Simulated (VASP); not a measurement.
# Si3N4 (P6_3/m) in VASP: notebook

Runs on Si3N4. Level: LDA. Tasks: single point, relaxation of cell and atoms.

Program: VASP 6.6.1. These are calculated values, not measurements. Logs are shortened: lines on timing, memory, paths and dates and some standing lists are left out, and cuts for length are marked.

## Step 1: The cell of the first run

It takes space group P6_3/m (No. 176, hexagonal). The conventional cell has a = 7.574 Å, b = 7.574 Å, c = 2.891 Å, α = 90.00°, β = 90.00°, γ = 120.00°. Si (site symmetry m) has 4 N at 1.72 to 1.73 Å within 2.3 Å. N (site symmetry m) has 3 Si at 1.73 Å within 2.3 Å. N (site symmetry -6) has 3 Si at 1.72 Å within 2.3 Å.

## Step 2: Single point, LDA

File INCAR:

```
  PREC = Accurate
  ENCUT = 520
  EDIFF = 1E-6
  ISMEAR = 0
  SIGMA = 0.02
  LREAL = F
  LASPH = T
  NELM = 60
  ALGO = Normal
  ISIF = 2
  LWAVE = F
  LCHARG = F
  GGA = CA
  NBANDS = 45
```

File KPOINTS:

```
Automatic mesh
0
Gamma
  6 6 8
```

File POSCAR:

```
Si3N4
1.0
    7.5735171815      0.0000000000      0.0000000000
   -3.7867585908      6.5588582752      0.0000000000
    0.0000000000      0.0000000000      2.8914415192
Si N
6 8
Direct
    0.7674508290      0.1738220311      0.2500000000
    0.5936287979      0.7674508290      0.7500000000
    0.8261779689      0.5936287979      0.2500000000
    0.2325491710      0.8261779689      0.7500000000
    0.4063712021      0.2325491710      0.2500000000
    0.1738220311      0.4063712021      0.7500000000
    0.0295046802      0.3301286309      0.2500000000
    0.6993760493      0.0295046802      0.7500000000
    0.6698713691      0.6993760493      0.2500000000
    0.9704953198      0.6698713691      0.7500000000
    0.3006239507      0.9704953198      0.2500000000
    0.3301286309      0.3006239507      0.7500000000
    0.6666666667      0.3333333333      0.2500000000
    0.3333333333      0.6666666667      0.7500000000
```

Potentials or basis: VASP PAW LDA potentials, release 64 (Si, N).

The run is started by

```sh
cat potpaw_LDA.64/Si/POTCAR potpaw_LDA.64/N/POTCAR > POTCAR
mpirun -np 1 vasp_std > vasp.out
```

OUTCAR:

```text
PREC = Accurate
   ENCUT = 520
   EDIFF = 1E-6
   ISMEAR = 0
   LREAL = F
   LASPH = T
   NELM = 60
   ISIF = 2
   GGA = CA

 ion  position               nearest neighbor table
   1  0.767  0.174  0.250-  13 1.72   8 1.73   8 1.73   7 1.73   5 2.98   3 2.98   6 3.04   6 3.04
                             2 3.04   2 3.04
   2  0.594  0.767  0.750-  14 1.72   9 1.73   9 1.73   8 1.73   6 2.98   4 2.98   3 3.04   3 3.04
                             1 3.04   1 3.04
   3  0.826  0.594  0.250-  13 1.72  10 1.73  10 1.73   9 1.73   5 2.98   1 2.98   4 3.04   4 3.04
                             2 3.04   2 3.04
   4  0.233  0.826  0.750-  14 1.72  11 1.73  11 1.73  10 1.73   2 2.98   6 2.98   3 3.04   3 3.04
                             5 3.04   5 3.04
   5  0.406  0.233  0.250-  13 1.72  12 1.73  12 1.73  11 1.73   3 2.98   1 2.98   6 3.04   6 3.04
                             4 3.04   4 3.04
   6  0.174  0.406  0.750-  14 1.72   7 1.73   7 1.73  12 1.73   2 2.98   4 2.98   1 3.04   1 3.04
                             5 3.04   5 3.04
   7  0.030  0.330  0.250-   6 1.73   6 1.73   1 1.73
   8  0.699  0.030  0.750-   1 1.73   1 1.73   2 1.73
   9  0.670  0.699  0.250-   2 1.73   2 1.73   3 1.73
  10  0.970  0.670  0.750-   3 1.73   3 1.73   4 1.73
  11  0.301  0.970  0.250-   4 1.73   4 1.73   5 1.73
  12  0.330  0.301  0.750-   5 1.73   5 1.73   6 1.73
  13  0.667  0.333  0.250-   1 1.72   3 1.72   5 1.72
  14  0.333  0.667  0.750-   4 1.72   6 1.72   2 1.72

  LATTYP: Found a hexagonal cell.
 ALAT       =     7.5735171815
 C/A-ratio  =     0.3817831861

  Lattice vectors:

 A1 = (   7.5735171815,   0.0000000000,   0.0000000000)
 A2 = (  -3.7867585908,   6.5588582752,   0.0000000000)
 A3 = (   0.0000000000,   0.0000000000,   2.8914415192)

Analysis of symmetry for initial positions (statically):
=====================================================================
 Subroutine PRICEL returns:
 Original cell was already a primitive cell.

 Routine SETGRP: Setting up the symmetry group for a
 hexagonal supercell.

 Subroutine GETGRP returns: Found 12 space group operations
 (whereof  6 operations were pure point group operations)
 out of a pool of 24 trial point group operations.

The static configuration has the point symmetry S_6 .
 The point group associated with its full space group is C_6h.

Analysis of symmetry for dynamics (positions and initial velocities):
=====================================================================
 Subroutine PRICEL returns:
 Original cell was already a primitive cell.
[... 149 lines left out ...]
   EFERMI_NEDOS =   21; number of points for ismear=-14 and -15
   IALGO  =     38    algorithm
   IMIX   =      4    mixing-type and parameters
     AMIX     =   0.40;   BMIX     =  1.00
     AMIX_MAG =   1.60;   BMIX_MAG =  1.00
  volume/ion in A,a.u.               =      10.26        69.23
  Fermi-wavevector in a.u.,A,eV,Ry     =   1.250417  2.362945 21.273276  1.563542
  Thomas-Fermi vector in A             =   2.384412
   LORBIT       =      0    0 simple, 1 ext, 2 COOP (PROOUT), +10 PAW based schemes
   GGA     = CA    functional components
   LHFCALC =     F    Hartree Fock is set to
   AEXX    =    0.0000 exact exchange contribution
   IVDW    =     0    specifies the selected vdW correction
   LEPSILON=     F    determine dielectric tensor
   LRPA    =     F    only Hartree local field effects (RPA)
 non-spin polarized calculation
 Gauss-broadening in eV      SIGMA  =   0.02
  energy-cutoff  :      520.00
  volume of cell :      143.63
 maximum number of plane-waves:      3900
   NGX = 29   NGY = 29   NGZ = 11

 number of electron      63.9999999 magnetization

 Free energy of the ion-electron system (eV)
  ---------------------------------------------------
  ext. energy  EPLUGINS =         0.00000000
  ---------------------------------------------------
  free energy    TOTEN  =      -126.53776424 eV

  energy without entropy =     -126.53776424  energy(sigma->0) =     -126.53776424

 E-fermi :   6.8911     XC(G=0): -11.2339

 val. band max:        6.7610893545   @ k =   0.0000   0.0000   0.1250
 cond. band min:      10.9822673334   @ k =   0.0000   0.0000   0.0000
 fundamental gap:      4.2211779789
 Fermi energy:         6.8911293683

 k-point     1 :       0.0000    0.0000    0.0000
  band No.  band energies     occupation
      1     -11.4216      2.00000
      2      -9.8935      2.00000
      3      -9.8935      2.00000
      4      -9.2652      2.00000
      5      -9.1233      2.00000
      6      -9.1233      2.00000
[... 1117 lines left out ...]
     43      14.9696      0.00000
     44      14.9696      0.00000

 [... further k-points ...]

 [bands above 44 left out]

------------------------ aborting loop because EDIFF is reached ----------------------------------------

  FORCE on cell =-STRESS in cart. coord.  units (eV):
  Direction    XX          YY          ZZ          XY          YZ          ZX
  --------------------------------------------------------------------------------------
  -------------------------------------------------------------------------------------
  Total        0.3617524      0.3617524      0.3502584      0.0000000     -0.0000000      0.0000000
  in kB        4.0353553      4.0353553      3.9071392      0.0000001     -0.0000000      0.0000000
  external PRESSURE =       3.9926166 kB  Pullay stress =       0.0000000 kB

 VOLUME and BASIS-vectors are now :
 -----------------------------------------------------------------------------
  energy-cutoff  :      520.00
  volume of cell :      143.63
      direct lattice vectors                 reciprocal lattice vectors
     7.573517181  0.000000000  0.000000000     0.132039048  0.076232780  0.000000000
    -3.786758591  6.558858275  0.000000000     0.000000000  0.152465560  0.000000000
     0.000000000  0.000000000  2.891441519     0.000000000  0.000000000  0.345848254

 POSITION                                       TOTAL-FORCE (eV/Angst)
 -----------------------------------------------------------------------------------
      5.15408      1.14007      0.72286         0.001409     -0.000899      0.000000
      1.58971      5.03360      2.16858         0.001483      0.000771      0.000000
      4.00914      3.89353      0.72286         0.000074      0.001669     -0.000000
     -1.36732      5.41878      2.16858        -0.001409      0.000899      0.000000
      2.19705      1.52526      0.72286        -0.001483     -0.000771     -0.000000
     -0.22239      2.66533      2.16858        -0.000074     -0.001669      0.000000
     -1.02666      2.16527      0.72286        -0.005960     -0.002837     -0.000000
      5.18501      0.19352      2.16858        -0.000524     -0.006580      0.000000
      2.42491      4.58711      0.72286         0.005437     -0.003743      0.000000
      4.81342      4.39359      2.16858         0.005960      0.002837      0.000000
     -1.39825      6.36534      0.72286         0.000524      0.006580     -0.000000
      1.36184      1.97175      2.16858        -0.005437      0.003743     -0.000000
      3.78676      2.18629      0.72286        -0.000000     -0.000000      0.000000
     -0.00000      4.37257      2.16858        -0.000000     -0.000000     -0.000000
 -----------------------------------------------------------------------------------
    total drift:                               -0.000000      0.000000     -0.000000

  FREE ENERGIE OF THE ION-ELECTRON SYSTEM (eV)
  ---------------------------------------------------
  free  energy   TOTEN  =      -126.5377642435 eV

  energy  without entropy=     -126.5377642435  energy(sigma->0) =     -126.53776424
```

OSZICAR:

```text
N       E                     dE             d eps       ncg     rms          rms(c)
DAV:   1     0.271706331531E+03    0.27171E+03   -0.31944E+04  3600   0.132E+03
DAV:   2    -0.122896664355E+03   -0.39460E+03   -0.37473E+03  4642   0.266E+02
DAV:   3    -0.144625089968E+03   -0.21728E+02   -0.21580E+02  4592   0.663E+01
DAV:   4    -0.144937474960E+03   -0.31238E+00   -0.31135E+00  4536   0.848E+00
DAV:   5    -0.144944702485E+03   -0.72275E-02   -0.72197E-02  4417   0.124E+00    0.304E+01
DAV:   6    -0.127066164797E+03    0.17879E+02   -0.64261E+01  4269   0.317E+01    0.143E+01
DAV:   7    -0.126735983842E+03    0.33018E+00   -0.30569E+00  4592   0.647E+00    0.616E+00
DAV:   8    -0.126568807249E+03    0.16718E+00   -0.18673E-01  4339   0.202E+00    0.224E+00
DAV:   9    -0.126537300147E+03    0.31507E-01   -0.35639E-02  4512   0.910E-01    0.281E-01
DAV:  10    -0.126537724177E+03   -0.42403E-03   -0.31369E-03  4352   0.259E-01    0.166E-01
DAV:  11    -0.126537763201E+03   -0.39024E-04   -0.37724E-04  4296   0.100E-01    0.420E-02
DAV:  12    -0.126537764697E+03   -0.14957E-05   -0.36361E-05  4496   0.266E-02    0.175E-02
DAV:  13    -0.126537764244E+03    0.45339E-06   -0.70661E-06  4208   0.138E-02
   1 F= -.12653776E+03 E0= -.12653776E+03  d E =-.341864E-22
```

stdout:

```text
POSCAR found type information on POSCAR SiN
 POSCAR found :  2 types and      14 ions
 scaLAPACK will be used
 LDA part: xc-table for (Slater(with rela. corr.)+CA(PZ))
 , standard interpolation
 POSCAR, INCAR and KPOINTS ok, starting setup
 FFT: planning ... GRIDC
 FFT: planning ... GRID_SOFT
 FFT: planning ... GRID
 WAVECAR not read
 entering main loop
```

Run time: 3.4 min. Hardware: 1 thread of Intel Xeon Platinum 8488C (Sapphire Rapids), shared host; peak memory 0.32 GiB.

Results:

```
Free energy            : -126.5378 eV
Pressure               : 0.4 GPa
Largest force          : 0.007 eV/Å
Band gap on the k mesh : 4.22 eV, indirect (least direct gap 4.41 eV)
```

Forces on the atoms (eV/Å):
```
Si   0.001 -0.001  0.000
Si   0.001  0.001  0.000
Si   0.000  0.002  0.000
Si  -0.001  0.001  0.000
Si  -0.001 -0.001  0.000
Si   0.000 -0.002  0.000
N   -0.006 -0.003  0.000
N   -0.001 -0.007  0.000
N    0.005 -0.004  0.000
N    0.006  0.003  0.000
N    0.001  0.007  0.000
N   -0.005  0.004  0.000
N    0.000  0.000  0.000
N    0.000  0.000  0.000
```

Levels at points of the mesh, in eV from the valence-band top:
```tsv
k point	band 30	band 31	band 32	band 33	band 34	band 35
(0.00, 0.00, 0.00)	-0.47	-0.37	-0.19	4.22	4.70	4.86
(0.50, 0.00, 0.00)	-0.78	-0.33	-0.25	4.56	4.65	4.79
(0.00, 0.00, 0.50)	-1.66	-1.40	-1.40	4.58	4.58	4.58
(0.50, 0.00, 0.50)	-1.53	-1.08	-1.08	4.69	4.69	5.73
```

A k mesh can miss the band edges. Expect the measured gap to be larger: semilocal functionals such as LDA lack the derivative discontinuity.

## Step 3: Relaxation of cell and atoms, LDA

This run uses another cell than the first one, of 10.63 Å³/atom, 1.036 times its volume.

File INCAR:

```
  PREC = Accurate
  ENCUT = 600
  EDIFF = 1E-6
  ISMEAR = 0
  SIGMA = 0.02
  LREAL = F
  LASPH = T
  NELM = 60
  ALGO = Normal
  ISIF = 3
  LWAVE = F
  LCHARG = F
  GGA = CA
  IBRION = 2
  NSW = 70
  EDIFFG = -0.005
```

File KPOINTS:

```
regular mesh
0
Gamma
  6 6 8
```

File POSCAR:

```
Si3N4
1.0
    7.6636192821      0.0000000000      0.0000000000
   -3.8318096411      6.6368889832      0.0000000000
    0.0000000000      0.0000000000      2.9264354330
Si N
6 8
Direct
    0.7689127088      0.1750130393      0.2500000000
    0.5938996695      0.7689127088      0.7500000000
    0.8249869607      0.5938996695      0.2500000000
    0.2310872912      0.8249869607      0.7500000000
    0.4061003305      0.2310872912      0.2500000000
    0.1750130393      0.4061003305      0.7500000000
    0.0308339517      0.3300008783      0.2500000000
    0.7008330734      0.0308339517      0.7500000000
    0.6699991217      0.7008330734      0.2500000000
    0.9691660483      0.6699991217      0.7500000000
    0.2991669266      0.9691660483      0.2500000000
    0.3300008783      0.2991669266      0.7500000000
    0.6666666667      0.3333333333      0.2500000000
    0.3333333333      0.6666666667      0.7500000000
```

Potentials or basis: VASP PAW LDA potentials, release 64 (Si, N).

The run is started by

```sh
cat potpaw_LDA.64/Si/POTCAR potpaw_LDA.64/N/POTCAR > POTCAR
mpirun -np 1 vasp_std > vasp.out
```

Run time: 37 min. Hardware: 1 thread of Intel Xeon Platinum 8259CL at 2.50GHz (Skylake/Cascade Lake), shared host; peak memory 0.37 GiB.

Results (log left out):

```
Free energy                            : -126.5498 eV
Relaxed volume                         : 10.27 Å³/atom
Relaxed cell                           : a = 7.577 Å, b = 7.577 Å, c = 2.892 Å, α = 90.00°, β = 90.00°, γ = 120.00°
Space group after relaxing (to 0.05 Å) : P6_3/m (No. 176)
Energy gained by relaxing              : 9.5 meV/atom
Ionic steps                            : 17
Pressure after relaxing                : 0.0 GPa
Band gap on the k mesh                 : 4.22 eV, indirect (least direct gap 4.41 eV)
```

Forces in eV/Å, atoms in the order of the input:
```
Si   0.001 -0.002  0.000
Si   0.002  0.000  0.000
Si   0.001  0.002  0.000
Si  -0.001  0.002  0.000
Si  -0.002  0.000  0.000
Si  -0.001 -0.002  0.000
N    0.000  0.000  0.000
N    0.001  0.000  0.000
N    0.000  0.001  0.000
N    0.000  0.000  0.000
N   -0.001  0.000  0.000
N    0.000 -0.001  0.000
N    0.000  0.000  0.000
N    0.000  0.000  0.000
```

The path:
```csv
step,energy change (eV),largest force (eV/Å),pressure (GPa),volume (Å³)
1,0.0000,0.0317,-8.22,148.85
2,0.1276,0.1582,13.18,137.40
3,-0.1307,0.0596,-0.10,143.96
4,-0.1308,0.0608,0.06,143.86
5,-0.1314,0.0643,0.08,143.83
6,-0.1314,0.0640,0.08,143.83
7,-0.1319,0.0461,0.02,143.85
8,-0.1323,0.0361,-0.06,143.88
9,-0.1323,0.0398,-0.10,143.89
10,-0.1327,0.0346,-0.04,143.85
11,-0.1329,0.0343,0.04,143.79
12,-0.1331,0.0157,0.02,143.79
13,-0.1332,0.0135,0.02,143.79
14,-0.1332,0.0082,-0.02,143.80
15,-0.1333,0.0088,-0.05,143.81
16,-0.1333,0.0099,0.02,143.77
17,-0.1333,0.0023,-0.01,143.79
```

Final structure:
```yaml
crystal:
  lattice:
    - [7.57663, 0.00000, 0.00000]
    - [-3.78831, 6.56155, 0.00000]
    - [0.00000, 0.00000, 2.89234]
  atoms:
    - { symbol: Si, position: [0.76741, 0.17380, 0.25000] }
    - { symbol: Si, position: [0.59362, 0.76741, 0.75000] }
    - { symbol: Si, position: [0.82620, 0.59362, 0.25000] }
    - { symbol: Si, position: [0.23259, 0.82620, 0.75000] }
    - { symbol: Si, position: [0.40638, 0.23259, 0.25000] }
    - { symbol: Si, position: [0.17380, 0.40638, 0.75000] }
    - { symbol: N, position: [0.02945, 0.33012, 0.25000] }
    - { symbol: N, position: [0.69933, 0.02945, 0.75000] }
    - { symbol: N, position: [0.66988, 0.69933, 0.25000] }
    - { symbol: N, position: [0.97055, 0.66988, 0.75000] }
    - { symbol: N, position: [0.30067, 0.97055, 0.25000] }
    - { symbol: N, position: [0.33012, 0.30067, 0.75000] }
    - { symbol: N, position: [0.66667, 0.33333, 0.25000] }
    - { symbol: N, position: [0.33333, 0.66667, 0.75000] }
```

Levels at points of the mesh, in eV from the valence-band top:
| k point | band 29 | band 30 | band 31 | band 32 | band 33 | band 34 | band 35 | band 36 |
| --- | --- | --- | --- | --- | --- | --- | --- | --- |
| (0.00, 0.00, 0.00) | -1.32 | -0.47 | -0.37 | -0.19 | 4.22 | 4.69 | 4.86 | 4.86 |
| (0.50, 0.00, 0.00) | -1.39 | -0.78 | -0.33 | -0.25 | 4.55 | 4.65 | 4.79 | 5.25 |
| (0.00, 0.00, 0.50) | -1.65 | -1.65 | -1.40 | -1.40 | 4.58 | 4.58 | 4.58 | 4.58 |
| (0.50, 0.00, 0.50) | -1.53 | -1.53 | -1.08 | -1.08 | 4.68 | 4.68 | 5.72 | 5.72 |
